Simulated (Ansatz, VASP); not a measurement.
**BeCu2SnS4 in VASP and in Ansatz**

The input INCAR:

```
SYSTEM = BeCu2SnS4
PREC = Accurate
ENCUT = 520
EDIFF = 1E-6
ISMEAR = -1
SIGMA = 0.02
LREAL = .FALSE.
LASPH = .TRUE.
NELM = 100
ALGO = Normal
ISIF = 2
LWAVE = .FALSE.
LCHARG = .TRUE.
GGA = PE
LELF = .TRUE.
LVHAR = .TRUE.
NBANDS = 41
```

The input KPOINTS:

```
regular mesh
0
G
  8 8 8
  0 0 0
```

POSCAR

```
BeCu2SnS4
1.0
   -2.6150943882      2.6150943882      5.3563488621
    2.6150943882     -2.6150943882      5.3563488621
    2.6150943882      2.6150943882     -5.3563488621
Cu Be Sn S
2 1 1 4
Direct
    0.7500000000      0.2500000000      0.5000000000
    0.2500000000      0.7500000000      0.5000000000
    0.0000000000      0.0000000000      0.0000000000
    0.5000000000      0.5000000000      0.0000000000
    0.9012149747      0.9012149747      0.5514334072
    0.0987850253      0.6502184325      0.0000000000
    0.6502184325      0.0987850253      0.0000000000
    0.3497815675      0.3497815675      0.4485665928
```

Input for Ansatz:

```yaml
crystal:
  lattice:
    - [-2.6150943882, 2.6150943882, 5.3563488621]
    - [2.6150943882, -2.6150943882, 5.3563488621]
    - [2.6150943882, 2.6150943882, -5.3563488621]
  atoms:
    - { symbol: Cu, position: [0.75, 0.25, 0.5] }
    - { symbol: Cu, position: [0.25, 0.75, 0.5] }
    - { symbol: Be, position: [0.0, 0.0, 0.0] }
    - { symbol: Sn, position: [0.5, 0.5, 0.0] }
    - { symbol: S, position: [0.9012149747, 0.9012149747, 0.5514334072] }
    - { symbol: S, position: [0.0987850253, 0.6502184325, 0.0] }
    - { symbol: S, position: [0.6502184325, 0.0987850253, 0.0] }
    - { symbol: S, position: [0.3497815675, 0.3497815675, 0.4485665928] }
kpoints:
  mp_grid: { grid: [8, 8, 8] }
  band_path:
    path:
      - [0.0, 0.0, 0.0]
      - [0.0, 0.0, 0.5]
      - [0.25, 0.25, 0.25]
      - [0.0, 0.5, 0.0]
      - [0.5, 0.5, -0.5]
      - [0.3095905009, 0.6904094991, -0.3095905009]
      - [-0.3095905009, 0.3095905009, 0.3095905009]
      - [-0.1191810018, 0.1191810018, 0.5]
      - [0.5, 0.5, -0.1191810018]
    npoints: 1
hamiltonian:
  xc: pbe
scf:
  occupations: { method: fermi_dirac, width: 0.02 }
  n_extra_bands: 6
output:
  forces: true
  stress: true
  eigenvalues: true
```

Alike in both runs: task single point; functional PBE; k mesh 8 × 8 × 8; occupations fermi-dirac, width 0.02 eV; no spin polarisation.

|  | VASP | Ansatz |
| --- | --- | --- |
| version | VASP 6.6.1 | Ansatz 0.2.0 |
| potentials or method | VASP PAW PBE potentials, release 64 (Cu, Be, Sn_d, S) | plane waves, PAW |
| plane-wave cutoff (eV) | 520 | 420 |
| valence electrons in the cell | 62 | 78 |

```tsv
	VASP	Ansatz	Ansatz less VASP
pressure (GPa)	2.1	2.0	-0.08
traceless stress, the component that is largest in VASP (GPa)	-0.07	-0.10	-0.031
rms of the force components (eV/Å)	0.080	0.089	+0.0085
```

Atom by atom the forces differ by 0.016 eV/Å (rms over components). With one functional, cell and mesh, what is left measures potentials, basis and numerics. VASP's potentials hold 62 valence electrons a cell and Ansatz's 78, so a difference there can come from the potentials and not from the codes.
